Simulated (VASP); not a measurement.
GaSb: single point with r2SCAN

Crystal: GaSb.

```
Ga Sb
1.0
     0.00000    3.05900    3.05900
     3.15077    0.00000    3.05900
     3.15077    3.05900    0.00000
Ga Sb
1 1
Direct
  0.00000 0.00000 0.00000
  0.75000 0.75000 0.75000
```

This cell differs from its parent crystal: strain +0.0300 x Voigt [1, 0, 0, 0, 0, 0].

```yaml
Program: VASP 6.6.1
Task: single point
Functional: r2SCAN
Potentials_or_basis: VASP PAW PBE potentials, release 64 (Ga_d, Sb)
Cutoff: 520 eV
k_mesh: 10 × 10 × 10
Occupations: gaussian, width 0.05 eV
Spin: no spin polarisation
Dipole_correction: no
Further_INCAR_settings: ALGO = Normal; EDIFF = 1e-07; NBANDS = 16
```

* Pressure: -1.1 GPa
* Band gap on the k mesh: 0.16 eV

Stress tensor (GPa, compression positive):
```
-2.05  0.00  0.00
 0.00 -0.55  0.00
 0.00  0.00 -0.55
```

Levels at points of the mesh, in eV from the valence-band top:
| k point | band 7 | band 8 | band 9 | band 10 | band 11 | band 12 |
| --- | --- | --- | --- | --- | --- | --- |
| (0.00, 0.00, 0.00) | -0.18 | 0.00 | 0.00 | 0.16 | 2.90 | 2.90 |
| (0.50, 0.00, 0.00) | -6.49 | -1.34 | -1.11 | 0.54 | 3.89 | 4.03 |
| (0.50, 0.50, 0.00) | -6.92 | -2.72 | -2.69 | 1.01 | 1.41 | 8.96 |
| (0.00, 0.50, 0.50) | -7.06 | -2.53 | -2.53 | 1.25 | 1.60 | 8.98 |

Wall time 7.2 min on 1 thread of Intel Xeon 8259CL, on a shared host, peak memory 0.28 GiB.

Caveat: the cell differs from its parent crystal (strain +0.0300 x Voigt [1, 0, 0, 0, 0, 0]); the PAW data sets were made with another functional, which shifts forces and pressure a little; spin-orbit coupling is left out, which moves the levels of the heavy elements. A k mesh can miss the band edges.
